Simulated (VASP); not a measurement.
# BaTiO3 in VASP: further runs

BaTiO3 is run at these levels: PBE+U; tasks: single point.

Everything below comes from runs of VASP 6.6.1. Logs are shortened: lines on timing, memory, paths and dates and some standing lists are left out, and cuts for length are marked.

## Step 1: The cell of the first run

It takes space group R-3m (No. 166, trigonal). Conventional cell: a = 5.721 Å, b = 5.721 Å, c = 7.038 Å, α = 90.00°, β = 90.00°, γ = 120.00°. Within 3.8 Å of Ba (site symmetry -3m) lie 12 O at 2.86 to 2.87 Å and 8 Ti at 3.50 to 3.52 Å. Ti (site symmetry -3m) has 6 O at 2.03 Å within 2.7 Å. O (site symmetry 2/m) has 2 Ti at 2.03 Å within 2.7 Å.

## Step 2: Single point, PBE+U (atoms moved along the polar distortion)

INCAR reads:

```
SYSTEM = BaTiO3
ALGO     = Normal         ! electronic algorithm
EDIFF    = 1E-6           ! SCF threshold, eV
ENCUT    = 1340           ! plane-wave cutoff, eV
GGA      = PE             ! functional
GGA_COMPAT= .False.      
ISIF     = 2              ! what is computed and relaxed
ISMEAR   = 0              ! smearing method
LASPH    = .True.         ! aspherical terms in the spheres
LCHARG   = .False.        ! write CHGCAR
LDAU     = .True.         ! DFT+U
LDAUJ    = 0 0 0        
LDAUL    = -1 2 -1        ! shell
LDAUPRINT= 1            
LDAUTYPE = 2            
LDAUU    = 0 4 0          ! U, eV
LMAXMIX  = 4              ! l up to which the mixer works
LREAL    = .False.        ! projectors in reciprocal space
LWAVE    = .False.        ! write WAVECAR
NBANDS   = 28             ! bands
NELM     = 200            ! most SCF steps
PREC     = Accurate       ! precision mode
SIGMA    = 0.01           ! smearing width, eV
```

KPOINTS reads:

```
k-points
0
Gamma
  6 6 6
  0 0 0
```

POSCAR reads:

```
BaTiO3
1.0
    2.8603720851      1.6514365933      2.3460535783
   -2.8603720851      1.6514365933      2.3460535783
    0.0000000000     -3.3028731867      2.3460535783
Ba Ti O
1 1 3
Direct
    0.0026800181      0.0026800181      0.0026800181
    0.5026800181      0.5026800181      0.5026800181
    0.5026800181      0.5026800181      1.0026800181
    0.5026800181      1.0026800181      0.5026800181
    1.0026800181      0.5026800181      0.5026800181
```

Potentials or basis: VASP PAW PBE potentials, release 64 (Ba_sv, Ti_sv, O_h).

Launch:

```bash
$ cat potpaw_PBE.64/Ba_sv/POTCAR potpaw_PBE.64/Ti_sv/POTCAR potpaw_PBE.64/O_h/POTCAR > POTCAR
$ mpirun -np 1 vasp_std > vasp.out
```

OUTCAR:

```text
SYSTEM = BaTiO3
   EDIFF = 1E-6
   ENCUT = 1340
   GGA = PE
   ISIF = 2
   ISMEAR = 0
   LASPH = .True.
   LREAL = .False.
   NELM = 200
   PREC = Accurate

 ion  position               nearest neighbor table
   1  0.003  0.003  0.003-   3 2.86   3 2.86   4 2.86   5 2.86   5 2.86   4 2.86   3 2.87   3 2.87
                             4 2.87   5 2.87   4 2.87   5 2.87   2 3.50   2 3.50   2 3.50   2 3.50
   2  0.503  0.503  0.503-   4 2.03   5 2.03   4 2.03   5 2.03   3 2.03   3 2.03   1 3.50   1 3.50
                             1 3.50   1 3.50   1 3.50   1 3.50   1 3.52   1 3.52
   3  0.503  0.503  0.003-   2 2.03   2 2.03   1 2.86   1 2.86   1 2.87   1 2.87
   4  0.503  0.003  0.503-   2 2.03   2 2.03   1 2.86   1 2.86   1 2.87   1 2.87
   5  0.003  0.503  0.503-   2 2.03   2 2.03   1 2.86   1 2.86   1 2.87   1 2.87

  LATTYP: Found a trigonal (rhomboedric) cell.
 ALAT       =     4.0512885208
 COS(alpha) =     0.0030148013

  Lattice vectors:

 A1 = (   2.8603720851,   1.6514365933,   2.3460535783)
 A2 = (  -2.8603720851,   1.6514365933,   2.3460535783)
 A3 = (   0.0000000000,  -3.3028731867,   2.3460535783)

Analysis of symmetry for initial positions (statically):
=====================================================================
 Subroutine PRICEL returns:
 Original cell was already a primitive cell.

 Routine SETGRP: Setting up the symmetry group for a
 trigonal (rhombohedral) supercell.

 Subroutine GETGRP returns: Found 12 space group operations
 (whereof  6 operations were pure point group operations)
 out of a pool of 12 trial point group operations.

The static configuration has the point symmetry C_3v.
 The point group associated with its full space group is D_3d.

Analysis of symmetry for dynamics (positions and initial velocities):
=====================================================================
 Subroutine PRICEL returns:
 Original cell was already a primitive cell.

 Routine SETGRP: Setting up the symmetry group for a
 trigonal (rhombohedral) supercell.

 Subroutine GETGRP returns: Found 12 space group operations
 (whereof  6 operations were pure point group operations)
 out of a pool of 12 trial point group operations.

The dynamic configuration has the point symmetry C_3v.
[... 156 lines left out ...]
 -0.0000  0.0000  0.1021  0.0000  0.0000
  0.0604 -0.0000  0.0000  0.1880  0.0000
  0.0000  0.0604  0.0000  0.0000  0.1447

spin component  2

  0.1447 -0.0000 -0.0000  0.0604  0.0000
 -0.0000  0.1880  0.0000 -0.0000  0.0604
 -0.0000  0.0000  0.1021  0.0000  0.0000
  0.0604 -0.0000  0.0000  0.1880  0.0000
  0.0000  0.0604  0.0000  0.0000  0.1447

 occupancies and eigenvectors

  o =  0.1021  v =  0.0000  0.0000  1.0000  0.0000 -0.0000  0.0000  0.0000  0.0000  0.0000  0.0000      0.0000  0.0000  0.0000  0.0000  0.0000  0.0000  0.0000  0.0000  0.0000  0.0000
  o =  0.1021  v =  0.0000  0.0000  0.0000  0.0000  0.0000  0.0000  0.0000  1.0000  0.0000 -0.0000      0.0000  0.0000  0.0000  0.0000  0.0000  0.0000  0.0000  0.0000  0.0000  0.0000
  o =  0.1022  v =  0.0000 -0.5757  0.0000  0.0000  0.8177  0.0000  0.0000  0.0000  0.0000  0.0000      0.0000  0.0000  0.0000  0.0000  0.0000  0.0000  0.0000  0.0000  0.0000  0.0000
  o =  0.1022  v =  0.0000  0.0000  0.0000  0.0000  0.0000  0.0000 -0.5757  0.0000  0.0000  0.8177      0.0000  0.0000  0.0000  0.0000  0.0000  0.0000  0.0000  0.0000  0.0000  0.0000
  o =  0.1022  v =  0.0000  0.0000  0.0000  0.0000  0.0000 -0.8177  0.0000 -0.0000  0.5757  0.0000      0.0000  0.0000  0.0000  0.0000  0.0000  0.0000  0.0000  0.0000  0.0000  0.0000
  o =  0.1022  v = -0.8177  0.0000 -0.0000  0.5757  0.0000  0.0000  0.0000  0.0000  0.0000  0.0000      0.0000  0.0000  0.0000  0.0000  0.0000  0.0000  0.0000  0.0000  0.0000  0.0000
  o =  0.2305  v =  0.0000  0.0000  0.0000  0.0000  0.0000  0.5757  0.0000 -0.0000  0.8177  0.0000      0.0000  0.0000  0.0000  0.0000  0.0000  0.0000  0.0000  0.0000  0.0000  0.0000
  o =  0.2305  v =  0.5757  0.0000 -0.0000  0.8177  0.0000  0.0000  0.0000  0.0000  0.0000  0.0000      0.0000  0.0000  0.0000  0.0000  0.0000  0.0000  0.0000  0.0000  0.0000  0.0000
  o =  0.2305  v =  0.0000 -0.8177 -0.0000  0.0000 -0.5757  0.0000  0.0000  0.0000  0.0000  0.0000      0.0000  0.0000  0.0000  0.0000  0.0000  0.0000  0.0000  0.0000  0.0000  0.0000
  o =  0.2305  v =  0.0000  0.0000  0.0000  0.0000  0.0000  0.0000 -0.8177 -0.0000  0.0000 -0.5757      0.0000  0.0000  0.0000  0.0000  0.0000  0.0000  0.0000  0.0000  0.0000  0.0000

 number of electron      40.0000000 magnetization

 Free energy of the ion-electron system (eV)
  ---------------------------------------------------
  ext. energy  EPLUGINS =         0.00000000
  ---------------------------------------------------
  free energy    TOTEN  =       -37.37547790 eV

  energy without entropy =      -37.37547790  energy(sigma->0) =      -37.37547790

 E-fermi :   4.1991     XC(G=0): -11.0812

 val. band max:        4.0411804714   @ k =   0.5000   0.5000   0.5000
 cond. band min:       6.1667412410   @ k =   0.0000   0.0000   0.0000
 fundamental gap:      2.1255607696
 Fermi energy:         4.1991258998

 k-point     1 :       0.0000    0.0000    0.0000
  band No.  band energies     occupation
      1     -53.8704      2.00000
      2     -30.0136      2.00000
      3     -30.0136      2.00000
      4     -30.0093      2.00000
      5     -20.8626      2.00000
      6     -12.8232      2.00000
[... 733 lines left out ...]
     27      12.0092      0.00000
     28      12.4104      0.00000

 [... further k-points ...]
[... 5 lines left out ...]
  --------------------------------------------------------------------------------------
  -------------------------------------------------------------------------------------
  Total        0.3768281      0.3768281     -0.0734747      0.0000000      0.0000000      0.0000000
  in kB        9.0798819      9.0798819     -1.7704146      0.0000000      0.0000000      0.0000000
  external PRESSURE =       5.4631164 kB  Pullay stress =       0.0000000 kB

 VOLUME and BASIS-vectors are now :
 -----------------------------------------------------------------------------
  energy-cutoff  :     1340.00
  volume of cell :       66.49
      direct lattice vectors                 reciprocal lattice vectors
     2.860372085  1.651436593  2.346053578     0.174802433  0.100922232  0.142082575
    -2.860372085  1.651436593  2.346053578    -0.174802433  0.100922232  0.142082575
     0.000000000 -3.302873187  2.346053578     0.000000000 -0.201844464  0.142082575

 POSITION                                       TOTAL-FORCE (eV/Angst)
 -----------------------------------------------------------------------------------
      0.00000     -0.00000      0.01886        -0.000000      0.000000      0.000000
      0.00000     -0.00000      3.53794        -0.000000      0.000000      0.000000
      0.00000      1.65144      2.36492        -0.000000      0.000000      0.000000
      1.43019     -0.82572      2.36492        -0.000000      0.000000     -0.000000
     -1.43019     -0.82572      2.36492         0.000000     -0.000000      0.000000
 -----------------------------------------------------------------------------------
    total drift:                                0.000000      0.000000      0.000130

  FREE ENERGIE OF THE ION-ELECTRON SYSTEM (eV)
  ---------------------------------------------------
  free  energy   TOTEN  =       -37.3754778994 eV

  energy  without entropy=      -37.3754778994  energy(sigma->0) =      -37.37547790
```

OSZICAR:

```text
N       E                     dE             d eps       ncg     rms          rms(c)
DAV:   1     0.677357230298E+03    0.67736E+03   -0.35326E+04  1792   0.310E+03
DAV:   2     0.820707147261E+02   -0.59529E+03   -0.57016E+03  1848   0.645E+02
DAV:   3    -0.404039646931E+02   -0.12247E+03   -0.11524E+03  2700   0.214E+02
DAV:   4    -0.491459484622E+02   -0.87420E+01   -0.86971E+01  2400   0.553E+01
DAV:   5    -0.495142759048E+02   -0.36833E+00   -0.36787E+00  2796   0.111E+01    0.228E+01
DAV:   6    -0.371983681017E+02    0.12316E+02   -0.57159E+01  2740   0.650E+01    0.875E+00
DAV:   7    -0.374354879343E+02   -0.23712E+00   -0.76250E+00  2436   0.158E+01    0.537E+00
DAV:   8    -0.374096547010E+02    0.25833E-01   -0.15430E+00  2296   0.108E+01    0.235E+00
DAV:   9    -0.373829424531E+02    0.26712E-01   -0.24788E-01  2252   0.444E+00    0.108E+00
DAV:  10    -0.373983384789E+02   -0.15396E-01   -0.16337E-01  2392   0.249E+00    0.126E+00
DAV:  11    -0.373760741534E+02    0.22264E-01   -0.10833E-01  2376   0.290E+00    0.278E-01
DAV:  12    -0.373756297276E+02    0.44443E-03   -0.64333E-03  2176   0.659E-01    0.142E-01
DAV:  13    -0.373755074963E+02    0.12223E-03   -0.26416E-03  2636   0.355E-01    0.715E-02
DAV:  14    -0.373754780337E+02    0.29463E-04   -0.35520E-04  2480   0.146E-01    0.297E-02
DAV:  15    -0.373754817842E+02   -0.37505E-05   -0.31294E-05  2224   0.519E-02    0.217E-02
DAV:  16    -0.373754793982E+02    0.23860E-05   -0.12064E-05  2512   0.253E-02    0.996E-03
DAV:  17    -0.373754780523E+02    0.13459E-05   -0.10056E-05  2520   0.188E-02    0.578E-03
DAV:  18    -0.373754778994E+02    0.15282E-06   -0.39247E-07  1152   0.516E-03
   1 F= -.37375478E+02 E0= -.37375478E+02  d E =-.237469-112
```

stdout:

```text
POSCAR found type information on POSCAR BaTiO
 POSCAR found :  3 types and       5 ions
 scaLAPACK will be used
 LDA part: xc-table for (Slater+PW92), standard interpolation
 POSCAR, INCAR and KPOINTS ok, starting setup
 FFT: planning ... GRIDC
 FFT: planning ... GRID_SOFT
 FFT: planning ... GRID
 WAVECAR not read
 entering main loop
```

It took 5.3 min on 1 thread of Intel Xeon Platinum 8175M at 2.50GHz (Skylake/Cascade Lake), shared host; peak memory 0.49 GiB.

What came out:

```yaml
Free_energy: -37.3755 eV
Pressure: 0.5 GPa
Band_gap_on_the_k_mesh: 2.13 eV (least direct gap 2.34 eV)
```

Stress tensor (GPa, compression positive):
```
 0.91  0.00  0.00
 0.00  0.91  0.00
 0.00  0.00 -0.18
```

Eigenvalues of the final occupation matrices:
```csv
site,spin,trace,eigenvalues
site 2 d,1,0.77,0.10 0.10 0.10 0.23 0.23
site 2 d,2,0.77,0.10 0.10 0.10 0.23 0.23
```

Caveat: the cell differs from its parent crystal (atoms moved along the polar distortion); spin-orbit coupling is left out, which moves the levels of the heavy elements. A k mesh can miss the band edges.

## Step 3: Single point, PBE+U (atoms moved along the polar distortion)

INCAR reads:

```
SYSTEM = BaTiO3
PREC = Accurate
ENCUT = 1340
EDIFF = 1E-6
ISMEAR = 0
SIGMA = 0.01
LREAL = .False.
LASPH = .True.
NELM = 200
ALGO = Normal
ISIF = 2
LWAVE = .False.
LCHARG = .True.
LMAXMIX = 4
LDAU = .True.
LDAUTYPE = 2
LDAUL = -1 2 -1
LDAUU = 0 4 0
LDAUJ = 0 0 0
LDAUPRINT = 1
GGA = PE
LELF = .True.
LVHAR = .True.
NBANDS = 28
GGA_COMPAT = .False.
```

KPOINTS reads:

```
regular mesh
0
Gamma
  6 6 6
  0 0 0
```

POSCAR reads:

```
BaTiO3
1.0
    2.8603720851      1.6514365933      2.3460535783
   -2.8603720851      1.6514365933      2.3460535783
    0.0000000000     -3.3028731867      2.3460535783
Ba Ti O
1 1 3
Direct
    0.0026800181      0.0026800181      0.0026800181
    0.5052098263      0.5052098263      0.5052098263
    0.4995906898      0.4995906898      0.9976538439
    0.4995906898      0.9976538439      0.4995906898
    0.9976538439      0.4995906898      0.4995906898
```

Potentials or basis: VASP PAW PBE potentials, release 64 (Ba_sv, Ti_sv, O_h).

Launch:

```bash
$ cat potpaw_PBE.64/Ba_sv/POTCAR potpaw_PBE.64/Ti_sv/POTCAR potpaw_PBE.64/O_h/POTCAR > POTCAR
$ mpirun -np 1 vasp_std > vasp.out
```

Wall time 3.1 min (1 thread of Intel Xeon Platinum 8375C at 2.90GHz (Ice Lake), shared host); peak memory 0.49 GiB.

Results (log left out):

```
Free energy            : -37.3747 eV
Pressure               : 0.7 GPa
Largest force          : 0.027 eV/Å
Band gap on the k mesh : 2.16 eV (least direct gap 2.38 eV)
```

Forces in eV/Å, atoms in the order of the input:
```
Ba   0.000  0.000 -0.010
Ti   0.000  0.000 -0.025
O    0.000 -0.024  0.012
O   -0.021  0.012  0.012
O    0.021  0.012  0.012
```

Stress tensor (GPa, compression positive):
```
1.08 0.00 0.00
0.00 1.08 0.00
0.00 0.00 0.05
```

Levels at points of the mesh, in eV from the valence-band top:
```tsv
k point	band 16	band 17	band 18	band 19	band 20	band 21	band 22	band 23	band 24	band 25
(0.00, 0.00, 0.00)	-1.07	-1.04	-0.25	-0.22	-0.22	2.16	2.16	2.18	3.73	3.73
(0.50, 0.00, 0.00)	-1.84	-1.69	-1.69	-0.80	-0.77	2.34	3.73	3.75	3.75	5.55
(0.50, 0.50, 0.00)	-2.50	-1.88	-0.91	-0.90	-0.09	3.76	3.77	4.17	4.47	7.27
(0.50, 0.50, 0.50)	-2.32	-2.32	-0.01	0.00	0.00	4.38	4.38	4.39	6.47	6.47
```

Eigenvalues of the final occupation matrices:
| site | spin | trace | eigenvalues |
| --- | --- | --- | --- |
| site 2 d | 1 | 0.77 | 0.10 0.10 0.10 0.23 0.23 |
| site 2 d | 2 | 0.77 | 0.10 0.10 0.10 0.23 0.23 |

Caveat: the cell differs from its parent crystal (atoms moved along the polar distortion); spin-orbit coupling is left out, which moves the levels of the heavy elements.
